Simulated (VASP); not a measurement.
# Eu (Im-3m) in VASP: further runs, part 2 of 2

VASP 6.6.1. The steps go on from the part before.

### Step 4. Single point, PBE, collinear spin, ferromagnetic start

This run uses another cell than the first one, of 33.33 Å³/atom.

Contents of INCAR:

```
PREC = Accurate
ENCUT = 520
EDIFF = 1E-7
ISMEAR = -1
SIGMA = 0.15
LREAL = False
LASPH = True
NELM = 150
ALGO = Normal
ISIF = 2
LWAVE = False
LCHARG = True
ISPIN = 2
MAGMOM = 7
LORBIT = 11
LMAXMIX = 6
GGA = PE
LELF = True
LVHAR = True
NBANDS = 18
```

Contents of KPOINTS:

```
regular mesh
0
Gamma
  11 11 11
```

Contents of POSCAR:

```
Eu
1.0
   -2.0272863150      2.0272863150      2.0272863150
    2.0272863150     -2.0272863150      2.0272863150
    2.0272863150      2.0272863150     -2.0272863150
Eu
1
Direct
    0.0000000000      0.0000000000      0.0000000000
```

Started as:

```bash
> cat potpaw_PBE.64/Eu/POTCAR > POTCAR
> mpirun -np 1 vasp_std > vasp.out
```

Wall time 2.6 min (1 thread of Oxide Virtual Turin-like, shared host); peak memory 0.18 GiB.

It converged, with:

```yaml
Free_energy: -11.4082 eV
Pressure: 4.7 GPa
Net_moment: 7.19 μB per cell
Site_moments: Eu +6.62 μB
Valence_electrons_inside_the_program's_atomic_spheres: Eu 14.78
```

Levels at points of the mesh, in eV from the Fermi level:
Spin up:
```csv
k point,band 10,band 11,band 12,band 13,band 14,band 15
"(0.00, 0.00, 0.00)",-0.54,-0.54,-0.48,1.93,1.93,1.93
```
Spin down:
| k point | band 3 | band 4 | band 5 | band 6 | band 7 | band 8 |
| --- | --- | --- | --- | --- | --- | --- |
| (0.00, 0.00, 0.00) | -17.57 | -17.57 | -3.77 | 3.05 | 3.05 | 3.05 |

Caveat: the cell stands under pressure; spin-orbit coupling is left out, which moves the levels of the heavy elements; semilocal functionals describe open f shells poorly, which spoils levels, moments and volumes. The state reached can hang on the start; a lower one may exist.

### Step 5. Single point, PBE, collinear spin, ferromagnetic start

This run uses another cell than the first one, of 42.40 Å³/atom.

Contents of INCAR:

```
SYSTEM = Eu
PREC     = Accurate       ! precision mode
ENCUT    = 520            ! plane-wave cutoff, eV
EDIFF    = 1E-6           ! SCF threshold, eV
ISMEAR   = -1             ! smearing method
SIGMA    = 0.15           ! smearing width, eV
LREAL    = .False.        ! projectors in reciprocal space
LASPH    = .True.         ! aspherical terms in the spheres
NELM     = 150            ! most SCF steps
ALGO     = Normal         ! electronic algorithm
ISIF     = 2              ! what is computed and relaxed
LWAVE    = .False.        ! write WAVECAR
LCHARG   = .False.        ! write CHGCAR
ISPIN    = 2              ! spin polarisation
MAGMOM   = 7              ! initial moments
LORBIT   = 11             ! projections on sites
LMAXMIX  = 6              ! l up to which the mixer works
GGA      = PE             ! functional
NBANDS   = 18             ! bands
```

Contents of KPOINTS:

```
regular mesh
0
Gamma
  11 11 11
  0 0 0
```

Contents of POSCAR:

```
Eu
1.0
   -2.1966880303      2.1966880303      2.1966880303
    2.1966880303     -2.1966880303      2.1966880303
    2.1966880303      2.1966880303     -2.1966880303
Eu
1
Direct
    0.0000000000      0.0000000000      0.0000000000
```

Started as:

```bash
> cat potpaw_PBE.64/Eu/POTCAR > POTCAR
> mpirun -np 1 vasp_std > vasp.out
```

Run time: 78 s. Hardware: 1 thread of Oxide Virtual Turin-like, shared host; peak memory 0.19 GiB.

It converged, with:

```
Free energy                                           : -11.5187 eV
Pressure                                              : -0.3 GPa
Net moment                                            : 7.31 μB per cell
Site moments                                          : Eu +6.66 μB
Valence electrons inside the program's atomic spheres : Eu 14.71
```

Levels at points of the mesh, in eV from the Fermi level:
Spin up:
```csv
k point,band 10,band 11,band 12,band 13,band 14,band 15
"(0.00, 0.00, 0.00)",-0.57,-0.57,-0.52,1.77,1.77,1.77
```
Spin down:
```tsv
k point	band 3	band 4	band 5	band 6	band 7	band 8
(0.00, 0.00, 0.00)	-17.98	-17.98	-3.59	2.78	2.78	2.78
```

Caveat: spin-orbit coupling is left out, which moves the levels of the heavy elements; semilocal functionals describe open f shells poorly, which spoils levels, moments and volumes. The state reached can hang on the start; a lower one may exist.

### Step 6. Relaxation of cell and atoms, PBE, collinear spin, ferromagnetic start

This run uses another cell than the first one, of 48.86 Å³/atom.

Contents of INCAR:

```
SYSTEM = Eu
PREC = Accurate
ENCUT = 600
EDIFF = 1E-7
ISMEAR = -1
SIGMA = 0.15
LREAL = .FALSE.
LASPH = .TRUE.
NELM = 150
ALGO = Normal
ISIF = 3
LWAVE = .FALSE.
LCHARG = .FALSE.
ISPIN = 2
MAGMOM = 7
LORBIT = 11
LMAXMIX = 6
GGA = PE
IBRION = 2
NSW = 80
EDIFFG = -0.02
```

Contents of KPOINTS:

```
regular mesh
0
G
  11 11 11
  0 0 0
```

Contents of POSCAR:

```
Eu
1.0
   -2.3030000000      2.3030000000      2.3030000000
    2.3030000000     -2.3030000000      2.3030000000
    2.3030000000      2.3030000000     -2.3030000000
Eu
1
Direct
    0.0000000000      0.0000000000      0.0000000000
```

Potentials or basis: VASP PAW PBE potentials, release 64 (Eu).

Started as:

```bash
> cat potpaw_PBE.64/Eu/POTCAR > POTCAR
> mpirun -np 1 vasp_std > vasp.out
```

It took 18 min on 1 thread of Oxide Virtual Turin-like, shared host; peak memory 0.25 GiB.

It converged, with:

| Quantity | Value |
| --- | --- |
| Free energy | -11.5220 eV |
| Relaxed volume | 41.75 Å³/atom |
| Relaxed cell | a = 3.785 Å, b = 3.785 Å, c = 3.785 Å, α = 109.47°, β = 109.47°, γ = 109.47° |
| Space group after relaxing (to 0.1 Å) | Im-3m (No. 229) |
| Energy gained by relaxing | 43.1 meV/atom |
| Ionic steps | 4 |
| Pressure after relaxing | 0.0 GPa |
| Net moment | 7.30 μB per cell |
| Site moments | Eu +6.66 μB |
| Valence electrons inside the program's atomic spheres | Eu 14.71 |

Step by step:
```csv
step,energy change (eV),largest force (eV/Å),pressure (GPa),volume (Å³)
1,0.0000,0.0000,-1.75,48.86
2,-0.0320,0.0000,-1.00,45.18
3,-0.0431,0.0000,-0.10,42.06
4,-0.0431,0.0000,0.03,41.75
```

Final structure:
```cif
data_structure
_symmetry_space_group_name_H-M 'P 1'
_symmetry_Int_Tables_number 1
_cell_length_a 3.7852
_cell_length_b 3.7852
_cell_length_c 3.7852
_cell_angle_alpha 109.471
_cell_angle_beta 109.471
_cell_angle_gamma 109.471
_cell_volume 41.75
loop_
_atom_site_label
_atom_site_type_symbol
_atom_site_fract_x
_atom_site_fract_y
_atom_site_fract_z
_atom_site_occupancy
Eu1 Eu 0.00000 0.00000 0.00000 1
```

Levels at points of the mesh, in eV from the Fermi level:
Spin up:
| k point | band 10 | band 11 | band 12 | band 13 | band 14 | band 15 |
| --- | --- | --- | --- | --- | --- | --- |
| (0.00, 0.00, 0.00) | -0.57 | -0.57 | -0.52 | 1.78 | 1.78 | 1.78 |
Spin down:
| k point | band 1 | band 2 | band 3 | band 4 | band 5 | band 6 | band 7 | band 8 | band 9 | band 10 |
| --- | --- | --- | --- | --- | --- | --- | --- | --- | --- | --- |
| (0.00, 0.00, 0.00) | -38.64 | -17.96 | -17.96 | -17.96 | -3.60 | 2.80 | 2.80 | 2.80 | 3.80 | 3.80 |

Caveat: spin-orbit coupling is left out, which moves the levels of the heavy elements; semilocal functionals describe open f shells poorly, which spoils levels, moments and volumes. The state reached can hang on the start; a lower one may exist.

### Step 7. Relaxation of cell and atoms, PBE, collinear spin, ferromagnetic start, target pressure 5 GPa, at which the enthalpy is minimised

This run uses another cell than the first one, of 48.86 Å³/atom.

Contents of INCAR:

```
ALGO     = Normal         # electronic algorithm
EDIFF    = 1E-6           # SCF threshold, eV
EDIFFG   = -0.02          # ionic threshold
ENCUT    = 600            # plane-wave cutoff, eV
GGA      = PE             # functional
IBRION   = 2              # ionic algorithm
ISIF     = 3              # what is computed and relaxed
ISMEAR   = -1             # smearing method
ISPIN    = 2              # spin polarisation
LASPH    = T              # aspherical terms in the spheres
LCHARG   = F              # write CHGCAR
LMAXMIX  = 6              # l up to which the mixer works
LORBIT   = 11             # projections on sites
LREAL    = F              # projectors in reciprocal space
LWAVE    = F              # write WAVECAR
MAGMOM   = 7              # initial moments
NELM     = 150            # most SCF steps
NSW      = 80             # ionic steps
PREC     = Accurate       # precision mode
PSTRESS  = 50.0         
SIGMA    = 0.15           # smearing width, eV
```

Contents of KPOINTS:

```
k-points
0
Gamma
  11 11 11
```

POSCAR is that of step 6.

Started as:

```bash
> cat potpaw_PBE.64/Eu/POTCAR > POTCAR
> mpirun -np 1 vasp_std > vasp.out
```

Run time: 27 min. Hardware: 1 thread of Oxide Virtual Turin-like, shared host; peak memory 0.25 GiB.

The run converged. Its results:

* Free energy: -11.4116 eV
* Relaxed volume: 33.26 Å³/atom
* Relaxed cell: a = 3.509 Å, b = 3.509 Å, c = 3.509 Å, α = 109.47°, β = 109.47°, γ = 109.47°
* Space group after relaxing (to 0.1 Å): Im-3m (No. 229)
* Energy change on relaxing (the run minimises the enthalpy): +67.3 meV/atom
* Ionic steps: 10
* Pressure after relaxing: 5.0 GPa
* Net moment: -7.19 μB per cell
* Site moments: Eu -6.62 μB
* Valence electrons inside the program's atomic spheres: Eu 14.78

Step by step:
| step | energy change (eV) | largest force (eV/Å) | pressure (GPa) | volume (Å³) |
| --- | --- | --- | --- | --- |
| 1 | 0.0000 | 0.0000 | -1.72 | 48.86 |
| 2 | 0.0066 | 0.0000 | 3.39 | 35.75 |
| 3 | 0.0402 | 0.0000 | 1.58 | 34.22 |
| 4 | 0.1393 | 0.0000 | 6.90 | 31.30 |
| 5 | 0.1008 | 0.0000 | 5.88 | 32.26 |
| 6 | 0.0758 | 0.0000 | 5.11 | 32.99 |
| 7 | 0.0670 | 0.0000 | 4.87 | 33.26 |
| 8 | 0.0671 | 0.0000 | 4.88 | 33.26 |
| 9 | 0.0673 | 0.0000 | 4.78 | 33.26 |
| 10 | 0.0673 | 0.0000 | 4.98 | 33.26 |

Final structure:
```
Eu
1.0
    -2.02584    2.02584    2.02584
     2.02584   -2.02584    2.02584
     2.02584    2.02584   -2.02584
Eu
1
Direct
  0.00000 0.00000 0.00000
```

Levels at points of the mesh, in eV from the Fermi level:
Spin up:
| k point | band 3 | band 4 | band 5 | band 6 | band 7 | band 8 |
| --- | --- | --- | --- | --- | --- | --- |
| (0.00, 0.00, 0.00) | -17.57 | -17.57 | -3.77 | 3.05 | 3.05 | 3.05 |
Spin down:
```
           k point  band 9  band 10  band 11  band 12  band 13  band 14  band 15  band 16
(0.00, 0.00, 0.00)   -0.54    -0.54    -0.54    -0.48     1.94     1.94     1.94     4.15
```

Caveat: the cell is relaxed towards a set pressure, so the run minimises the enthalpy, not the energy; the volume moved by over 15 % at a fixed basis, so the end points are rough; spin-orbit coupling is left out, which moves the levels of the heavy elements; semilocal functionals describe open f shells poorly, which spoils levels, moments and volumes.

### Step 8. Summary

| task | cell | cutoff (eV) | gap on the mesh (eV) | pressure (GPa) | moment (μB) |
| --- | --- | --- | --- | --- | --- |
| single point | a = 3.151 Å, angles 109.5°, 1 atom | 520 | none | 20.0 | 7.20 |
| single point | a = 3.351 Å, angles 109.5°, 1 atom | 520 | none | 9.8 | 7.18 |
| single point | a = 3.511 Å, angles 109.5°, 1 atom | 520 | none | 4.7 | 7.19 |
| single point | a = 3.805 Å, angles 109.5°, 1 atom | 520 | none | -0.3 | 7.31 |
| relaxation of cell and atoms | relaxed from a = 3.989 Å, angles 109.5°, 1 atom | 600 | none | 0.0 | 7.30 |
| relaxation of cell and atoms | relaxed to 5 GPa from a = 3.989 Å, angles 109.5°, 1 atom | 600 | none | 5.0 | 7.19 |

Alike in all rows: level PBE; potentials or basis VASP PAW PBE potentials, release 64 (Eu); spin collinear, ferromagnetic start; k mesh 11 × 11 × 11; smearing fermi-dirac 0.15 eV.

Caveats: spin-orbit coupling is left out, which moves the levels of the heavy elements; semilocal functionals describe open f shells poorly, which spoils levels, moments and volumes; the cell stands under pressure (at least some runs); the cell is relaxed towards a set pressure, so the run minimises the enthalpy, not the energy (at least some runs); the volume moved by over 15 % at a fixed basis, so the end points are rough (at least some runs).

Absolute energies hang on the potentials; compare differences alone.
